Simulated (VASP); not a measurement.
# Al33N32 (a cell with a defect) in VASP: further runs

Runs on Al33N32 (a cell with a defect). Level: PBEsol. Tasks: single point.

Program: VASP 6.6.1. These are calculated values, not measurements. Logs are shortened: lines on timing, memory, paths and dates and some standing lists are left out, and cuts for length are marked.

## 1. The cell of the first run

The cell holds a defect, 65 atoms: a = 8.755 Å, b = 8.755 Å, c = 8.755 Å, α = 90.00°, β = 90.00°, γ = 90.00°.

## 2. Single point, PBEsol, collinear spin

Input file INCAR:

```
SYSTEM = Al33N32
  PREC = Accurate
  ENCUT = 520
  EDIFF = 1E-7
  ISMEAR = -1
  SIGMA = 0.05
  LREAL = Auto
  LASPH = .True.
  NELM = 150
  ALGO = Normal
  ISIF = 2
  LWAVE = .False.
  LCHARG = .False.
  ISPIN = 2
  MAGMOM = 0 0 0 0 0 0 0 0.091 0 0.091 0 0 0 0 0 0 0 0 0.091 0 0 0 0 0 0 0 0 0 0.091 0 0 0 0.091 0 0 0 0 0 0 0 0 0.091 0.091 0 0 0 0 0 0 0.091 0 0.091 0 0 0 0 0 0.091 0 0 0 0.091 0 0 0
  LORBIT = 11
  GGA = PS
  ISYM = 0
  NBANDS = 172
```

Input file KPOINTS:

```
Automatic mesh
0
Gamma
  1 1 1
  0.25 0.25 0.25
```

Input file POSCAR:

```
Al33N32
1.0
    8.7554440000      0.0000000000      0.0000000000
    0.0000000000      8.7554440000      0.0000000000
    0.0000000000      0.0000000000      8.7554440000
Al N
33 32
Direct
    0.9990760000      0.9987450000      0.9987400000
    0.9941540000      0.9938470000      0.4984600000
    0.9950050000      0.4986830000      0.9952400000
    0.0017600000      0.4988630000      0.5007840000
    0.4990200000      0.9946840000      0.9952320000
    0.4993080000      0.0013610000      0.5007520000
    0.5009830000      0.5006390000      0.0019570000
    0.5212560000      0.5213630000      0.5264130000
    0.2497920000      0.2495890000      0.0016240000
    0.2293890000      0.2289360000      0.5261150000
    0.2519930000      0.7551180000      0.9949690000
    0.2514480000      0.7490190000      0.5005940000
    0.7554280000      0.2516570000      0.9949600000
    0.7492110000      0.2511560000      0.5004680000
    0.7518620000      0.7515620000      0.9984680000
    0.7566460000      0.7562960000      0.4979580000
    0.2515150000      0.0012020000      0.2486750000
    0.2521710000      0.9946180000      0.7542240000
    0.2304140000      0.5213440000      0.2224820000
    0.2499220000      0.5003860000      0.7474060000
    0.7567790000      0.9934580000      0.2513470000
    0.7518800000      0.9985770000      0.7505710000
    0.7492840000      0.4988650000      0.2486230000
    0.7557230000      0.4984400000      0.7541410000
    0.0015770000      0.2512410000      0.2486720000
    0.9949580000      0.2518420000      0.7542300000
    0.9938240000      0.7564360000      0.2513330000
    0.9989070000      0.7515990000      0.7506120000
    0.5216500000      0.2299280000      0.2225180000
    0.5007200000      0.2496500000      0.7473860000
    0.4992780000      0.7490990000      0.2485800000
    0.4987640000      0.7553640000      0.7541460000
    0.3755680000      0.3750780000      0.3749650000
    0.1246830000      0.1243950000      0.1251660000
    0.1111400000      0.1108250000      0.6374800000
    0.1109010000      0.6395690000      0.1126920000
    0.1246180000      0.6262540000      0.6244990000
    0.6399520000      0.1105350000      0.1126690000
    0.6265870000      0.1243060000      0.6244530000
    0.6266710000      0.6263440000      0.1250320000
    0.6400500000      0.6396410000      0.6370930000
    0.3757570000      0.3753970000      0.1385400000
    0.3755730000      0.3752720000      0.6110060000
    0.3755530000      0.8755350000      0.1261800000
    0.3757220000      0.8750910000      0.6232930000
    0.8758050000      0.3752280000      0.1262250000
    0.8754330000      0.3753420000      0.6232380000
    0.8756670000      0.8753210000      0.1228190000
    0.8754890000      0.8751790000      0.6266840000
    0.3757450000      0.1413870000      0.3747800000
    0.3757780000      0.1274090000      0.8751890000
    0.3756840000      0.6093610000      0.3750020000
    0.3757170000      0.6228470000      0.8745460000
    0.8758130000      0.1279220000      0.3748740000
    0.8755400000      0.1243250000      0.8748580000
    0.8756110000      0.6223270000      0.3749800000
    0.8755800000      0.6261670000      0.8746940000
    0.1417870000      0.3754200000      0.3747840000
    0.1276560000      0.3754900000      0.8751650000
    0.1281860000      0.8754870000      0.3749240000
    0.1246680000      0.8752050000      0.8748750000
    0.6095850000      0.3754570000      0.3750150000
    0.6232010000      0.3754010000      0.8745250000
    0.6227720000      0.8752580000      0.3749710000
    0.6264880000      0.8752300000      0.8746480000
```

Potentials or basis: VASP PAW PBE potentials, release 64 (Al, N).

Launch:

```console
$ cat potpaw_PBE.64/Al/POTCAR potpaw_PBE.64/N/POTCAR > POTCAR
$ mpirun -np 1 vasp_std > vasp.out
```

OUTCAR:

```text
SYSTEM = Al33N32
   PREC = Accurate
   ENCUT = 520
   EDIFF = 1E-7
   ISMEAR = -1
   LREAL = Auto
   LASPH = .True.
   NELM = 150
   ISIF = 2
   ISPIN = 2
   LORBIT = 11
   GGA = PS
   ISYM = 0

 ion  position               nearest neighbor table
   1  0.999  0.999  0.999-  48 1.87  61 1.89  55 1.89  34 1.91  15 3.06  27 3.06  21 3.06  28 3.07
                            22 3.07  11 3.07  13 3.07  26 3.08  18 3.08   9 3.11  17 3.11  25 3.11
   2  0.994  0.994  0.498-  49 1.85  35 1.89  60 1.90  54 1.90  10 2.92  16 2.94  21 3.00  27 3.00
                            22 3.06  28 3.06  12 3.11  14 3.11  17 3.14  25 3.14  26 3.18  18 3.18
   3  0.995  0.499  0.995-  57 1.86  46 1.89  36 1.90  59 1.90  19 2.87  24 2.97  13 3.01  26 3.02
                            15 3.07  28 3.08  23 3.09  25 3.10  20 3.11   9 3.12  11 3.18  27 3.18
   4  0.002  0.499  0.501-  47 1.88  37 1.89  56 1.90  58 1.97  20 3.06  24 3.09  25 3.09  12 3.09
                            14 3.10  26 3.10  10 3.10  28 3.11  16 3.11  23 3.12  27 3.14  19 3.16
   5  0.499  0.995  0.995-  65 1.86  44 1.89  38 1.90  51 1.90  29 2.87  32 2.97  11 3.01  18 3.02
                            15 3.07  22 3.08  31 3.09  17 3.10  30 3.11   9 3.12  13 3.18  21 3.18
   6  0.499  0.001  0.501-  45 1.88  39 1.89  64 1.90  50 1.97  30 3.06  32 3.09  14 3.09  17 3.09
                            12 3.10  10 3.10  18 3.10  22 3.11  16 3.11  31 3.12  21 3.14  29 3.16
   7  0.501  0.501  0.002-  40 1.89  53 1.90  63 1.90  42 1.96  19 3.06  29 3.06  23 3.06  31 3.07
                            15 3.11   9 3.11  32 3.11  24 3.11  13 3.12  11 3.12  30 3.13  20 3.13
   8  0.521  0.521  0.526-  41 1.76  43 1.95  52 1.99  62 2.00  33 2.24  32 2.87  24 2.87  16 2.92
                            20 3.07  30 3.07  12 3.10  14 3.10  31 3.15  23 3.15
   9  0.250  0.250  0.002-  34 1.89  59 1.89  51 1.89  42 1.97  25 3.07  17 3.07  19 3.07  29 3.07
[... 67 lines left out ...]
  52  0.376  0.609  0.375-  12 1.97  31 1.97   8 1.99  19 2.00  33 2.05
  53  0.376  0.623  0.875-   7 1.90  20 1.90  32 1.90  11 1.90
  54  0.876  0.128  0.375-  25 1.90  14 1.90   2 1.90  21 1.91
  55  0.876  0.124  0.875-  13 1.86  26 1.86   1 1.89  22 1.89
  56  0.876  0.622  0.375-   4 1.90  23 1.90  16 1.90  27 1.90
  57  0.876  0.626  0.875-   3 1.86  24 1.86  28 1.88  15 1.88
  58  0.142  0.375  0.375-   4 1.97  25 1.98  10 2.00  19 2.00  33 2.05
  59  0.128  0.375  0.875-   9 1.89  20 1.90   3 1.90  26 1.91
  60  0.128  0.875  0.375-  17 1.90  12 1.90   2 1.90  27 1.91
  61  0.125  0.875  0.875-  11 1.86  18 1.86   1 1.89  28 1.89
  62  0.610  0.375  0.375-  14 1.97  23 1.97   8 2.00  29 2.00  33 2.05
  63  0.623  0.375  0.875-   7 1.90  30 1.90  24 1.90  13 1.90
  64  0.623  0.875  0.375-   6 1.90  31 1.90  16 1.90  21 1.90
  65  0.626  0.875  0.875-   5 1.86  32 1.86  22 1.88  15 1.88

IMPORTANT INFORMATION: All symmetrisations will be switched off!
NOSYMM: (Re-)initialisation of all symmetry stuff for point group C_1.

----------------------------------------------------------------------------------------

                                     Primitive cell

  volume of cell :     671.1731

  direct lattice vectors                    reciprocal lattice vectors
     8.755444000  0.000000000  0.000000000     0.114214653  0.000000000  0.000000000
     0.000000000  8.755444000  0.000000000     0.000000000  0.114214653  0.000000000
     0.000000000  0.000000000  8.755444000     0.000000000  0.000000000  0.114214653

  length of vectors
     8.755444000  8.755444000  8.755444000     0.114214653  0.114214653  0.114214653

  position of ions in fractional coordinates (direct lattice)
     0.999076000  0.998745000  0.998740000
     0.994154000  0.993847000  0.498460000
     0.995005000  0.498683000  0.995240000
     0.001760000  0.498863000  0.500784000
     0.499020000  0.994684000  0.995232000
     0.499308000  0.001361000  0.500752000
[... 57 lines left out ...]
     0.622772000  0.875258000  0.374971000
     0.626488000  0.875230000  0.874648000

[... 53 lines left out ...]
  ---------------------------------------------------
  free energy    TOTEN  =      -493.48854083 eV

  energy without entropy =     -493.41776266  energy(sigma->0) =     -493.45315174

 E-fermi :   9.8083     XC(G=0): -11.2100

 val. band max:        9.7003412236   @ k =   0.2500  -0.2500   0.2500
 cond. band min:       9.9061707617   @ k =  -0.2500   0.2500   0.2500
 fundamental gap:      0.2058295382
 Fermi energy:         9.8082602808

 spin component 1

 k-point     1 :       0.2500    0.2500    0.2500
  band No.  band energies     occupation
      1      -9.2143      1.00000
      2      -8.4792      1.00000
      3      -8.2537      1.00000
      4      -8.2023      1.00000
      5      -7.8803      1.00000
      6      -7.7395      1.00000
[... 565 lines left out ...]
    140      11.5995      0.00000
    141      11.8061      0.00000
 Fermi energy:         9.8082602808

 spin component 2

 k-point     1 :       0.2500    0.2500    0.2500
  band No.  band energies     occupation
      1      -9.1964      1.00000
      2      -8.4664      1.00000
      3      -8.2359      1.00000
      4      -8.1871      1.00000
      5      -7.8688      1.00000
      6      -7.7297      1.00000
[... 565 lines left out ...]
    140      11.6640      0.00000
    141      11.8249      0.00000
 [bands above 141 left out]

------------------------ aborting loop because EDIFF is reached ----------------------------------------

  FORCE on cell =-STRESS in cart. coord.  units (eV):
  Direction    XX          YY          ZZ          XY          YZ          ZX
  --------------------------------------------------------------------------------------
  -------------------------------------------------------------------------------------
  Total       11.8427203     11.8440589     11.4390850     -0.4579483     -0.4708671     -0.4829141
  in kB       28.2701121     28.2733076     27.3065822     -1.0931822     -1.1240210     -1.1527787
  external PRESSURE =      27.9500006 kB  Pullay stress =       0.0000000 kB

 VOLUME and BASIS-vectors are now :
 -----------------------------------------------------------------------------
  energy-cutoff  :      520.00
  volume of cell :      671.17
      direct lattice vectors                 reciprocal lattice vectors
     8.755444000  0.000000000  0.000000000     0.114214653  0.000000000  0.000000000
     0.000000000  8.755444000  0.000000000     0.000000000  0.114214653  0.000000000
     0.000000000  0.000000000  8.755444000     0.000000000  0.000000000  0.114214653

 POSITION                                       TOTAL-FORCE (eV/Angst)
 -----------------------------------------------------------------------------------
      8.74735      8.74446      8.74441         0.044419      0.046875      0.015888
      8.70426      8.70157      4.36424         0.046197      0.052705     -0.017380
      8.71171      4.36619      8.71377         0.041540      0.045469      0.014285
      0.01541      4.36777      4.38459         0.052631      0.074885     -0.028032
      4.36914      8.70890      8.71370         0.039328      0.048785      0.005226
      4.37166      0.01192      4.38431         0.060723      0.053678     -0.020244
[... 57 lines left out ...]
      5.45265      7.66327      3.28304        -0.016410     -0.027168     -0.036480
      5.48518      7.66303      7.65793        -0.025381     -0.023555     -0.011585
 -----------------------------------------------------------------------------------
    total drift:                                0.002636     -0.006893     -0.009901

  FREE ENERGIE OF THE ION-ELECTRON SYSTEM (eV)
  ---------------------------------------------------
  free  energy   TOTEN  =      -493.4885408272 eV

  energy  without entropy=     -493.4177626572  energy(sigma->0) =     -493.45315174

 total charge

# of ion       s       p       d       tot
------------------------------------------
    1        0.367   0.450   0.000   0.817
    2        0.368   0.455   0.000   0.824
    3        0.368   0.454   0.000   0.822
    4        0.363   0.436   0.000   0.799
    5        0.368   0.454   0.000   0.822
    6        0.363   0.436   0.000   0.799
[... 57 lines left out ...]
   64        1.220   2.603   0.000   3.823
   65        1.222   2.642   0.000   3.864
--------------------------------------------------
tot         51.262  98.388   0.000 149.650

 magnetization (x)

# of ion       s       p       d       tot
------------------------------------------
    1        0.000   0.001   0.000   0.002
    2        0.000   0.001   0.000   0.001
    3        0.000   0.003   0.000   0.003
    4        0.000   0.003   0.000   0.003
    5        0.000   0.003   0.000   0.003
    6        0.000   0.003   0.000   0.003
[... 57 lines left out ...]
   64        0.001   0.000   0.000   0.001
   65        0.001   0.000   0.000   0.001
--------------------------------------------------
tot          0.053   0.090   0.000   0.143
```

Wall time 34 min (1 thread of Intel Xeon Platinum 8259CL at 2.50GHz (Skylake/Cascade Lake), shared host); peak memory 1.3 GiB.

Results:

| Property | Result |
| --- | --- |
| Free energy | -493.4885 eV |
| Pressure | 2.8 GPa |
| Largest force | 0.113 eV/Å |
| Band gap on the k mesh | 0.21 eV |
| Net moment | 1.05 μB per cell |
| Valence electrons inside the program's atomic spheres | Al 0.82, 0.80, 0.85, 0.84 (each value once); N 3.84, 3.88, 3.80, 3.83, 3.87, 3.78, 3.82, 3.86 (each value once) |

Forces in eV/Å, atoms in the order of the input:
```
Al   0.044  0.047  0.016
Al   0.046  0.053 -0.017
Al   0.042  0.045  0.014
Al   0.053  0.075 -0.028
Al   0.039  0.049  0.005
Al   0.061  0.054 -0.020
Al   0.049  0.050 -0.010
Al   0.017  0.008 -0.026
Al   0.012 -0.004  0.052
Al   0.026  0.034 -0.040
Al  -0.004  0.013  0.047
Al  -0.012 -0.024  0.009
Al   0.019 -0.003  0.048
Al  -0.006 -0.012  0.020
Al   0.008  0.003  0.038
Al   0.003 -0.011  0.043
Al  -0.021  0.080  0.031
Al  -0.007  0.065  0.038
Al  -0.024 -0.010  0.110
Al  -0.008  0.061  0.017
Al  -0.019  0.101  0.032
Al  -0.008  0.061  0.022
Al  -0.009  0.073  0.037
Al  -0.012  0.073  0.014
Al   0.074 -0.021  0.036
Al   0.057 -0.012  0.033
Al   0.095 -0.034  0.038
Al   0.057 -0.017  0.018
Al  -0.007 -0.020  0.092
Al   0.055 -0.016  0.020
Al   0.060 -0.026  0.036
Al   0.076 -0.019  0.018
Al  -0.020 -0.002  0.008
N   -0.016 -0.021 -0.035
N   -0.019 -0.022  0.003
N    0.000  0.022 -0.064
N   -0.014 -0.024  0.003
N    0.016  0.000 -0.060
N   -0.028 -0.011  0.005
N   -0.025 -0.022 -0.015
N   -0.008  0.002  0.026
N   -0.032 -0.036 -0.029
N   -0.027 -0.030 -0.016
N   -0.032 -0.073 -0.017
N   -0.047  0.006 -0.021
N   -0.072 -0.033 -0.024
N   -0.005 -0.049 -0.014
N   -0.039 -0.038 -0.023
N   -0.023 -0.023 -0.027
N   -0.022 -0.023 -0.025
N   -0.038 -0.014 -0.067
N   -0.009  0.001 -0.036
N   -0.041 -0.012  0.009
N   -0.045 -0.019 -0.020
N   -0.026 -0.021 -0.028
N   -0.029 -0.007 -0.039
N   -0.029 -0.024 -0.017
N   -0.020 -0.031 -0.024
N   -0.011 -0.039 -0.067
N   -0.014 -0.041 -0.024
N   -0.021 -0.022 -0.030
N   -0.005 -0.019 -0.032
N   -0.012 -0.042  0.009
N   -0.016 -0.027 -0.036
N   -0.025 -0.024 -0.012
```

Levels at points of the mesh, in eV from the valence-band top:
Spin up:
| k point | band 128 | band 129 | band 130 | band 131 | band 132 | band 133 |
| --- | --- | --- | --- | --- | --- | --- |
| (0.25, 0.25, 0.25) | -3.76 | -0.04 | -0.04 | 0.21 | 0.77 | 1.33 |
Spin down:
| k point | band 125 | band 126 | band 127 | band 128 | band 129 | band 130 | band 131 | band 132 | band 133 | band 134 |
| --- | --- | --- | --- | --- | --- | --- | --- | --- | --- | --- |
| (0.25, 0.25, 0.25) | -3.90 | -3.88 | -3.76 | -3.76 | 0.00 | 0.25 | 0.29 | 0.85 | 1.39 | 1.42 |

Caveat: the PAW data sets were made with another functional, which shifts forces and pressure a little.

[end of part 1 of 2]
